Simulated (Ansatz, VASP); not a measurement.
## Two plane-wave programs on Ir

Contents of INCAR:

```
ALGO     = Fast           # electronic algorithm
EDIFF    = 1E-7           # SCF threshold, eV
ENCUT    = 520            # plane-wave cutoff, eV
GGA      = PE             # functional
ISIF     = 2              # what is computed and relaxed
ISMEAR   = 0              # smearing method
LASPH    = T              # aspherical terms in the spheres
LCHARG   = T              # write CHGCAR
LELF     = T              # ELF
LREAL    = F              # projectors in reciprocal space
LVHAR    = T            
LWAVE    = F              # write WAVECAR
NBANDS   = 16             # bands
NELM     = 100            # most SCF steps
PREC     = Accurate       # precision mode
SIGMA    = 0.15           # smearing width, eV
```

Contents of KPOINTS:

```
k-points
0
Gamma
  18 18 12
```

File POSCAR:

```
Ir
1.0
    2.9714881261      0.0000000000      0.0000000000
   -1.4857440631      2.5733842043      0.0000000000
    0.0000000000      0.0000000000      4.6407816000
Ir
2
Direct
    0.6666666667      0.3333333333      0.7500000000
    0.3333333333      0.6666666667      0.2500000000
```

Input for Ansatz:

```yaml
crystal:
  lattice:
    - [2.9714881261, 0.0, 0.0]
    - [-1.4857440631, 2.5733842043, 0.0]
    - [0.0, 0.0, 4.6407816]
  atoms:
    - { symbol: Ir, position: [0.6666666667, 0.3333333333, 0.75] }
    - { symbol: Ir, position: [0.3333333333, 0.6666666667, 0.25] }
basis:
  ecutwfc: 420
kpoints:
  mp_grid: { grid: [18, 18, 12] }
hamiltonian:
  xc: pbe
scf:
  occupations: { method: gaussian, width: 0.15 }
output:
  forces: true
  stress: true
  eigenvalues: true
```

Change from the starting cell: strain +0.080 along x and y, +0.040 along z, atoms carried along.

Alike in both runs: task single point; functional PBE; k mesh 18 × 18 × 12; occupations gaussian, width 0.15 eV; no spin polarisation.

|  | VASP | Ansatz |
| --- | --- | --- |
| version | VASP 6.6.1 | Ansatz 0.2.0 |
| potentials or method | VASP PAW PBE potentials, release 64 (Ir), cutoff 520 eV | scalar-relativistic, plane waves, PAW |
| valence electrons in the cell | 18 | 34 |

```tsv
	VASP	Ansatz	Ansatz less VASP
gap on the k mesh at the Fermi level (eV)	none	none	-
pressure (GPa)	-39.9	-40.1	-0.21
traceless stress, the component that is largest in VASP (GPa)	2.19	2.20	+0.012
```

A gap of «none» marks a metal or a gap that the smearing closes. Both programs put the cell under strong tension, so it lies far from rest at this level. VASP's potentials hold 18 valence electrons a cell and Ansatz's 34, so a difference there can come from the potentials and not from the codes.

Spin-orbit coupling is off throughout. Noted on VASP's run: the cell as given lies far from equilibrium.
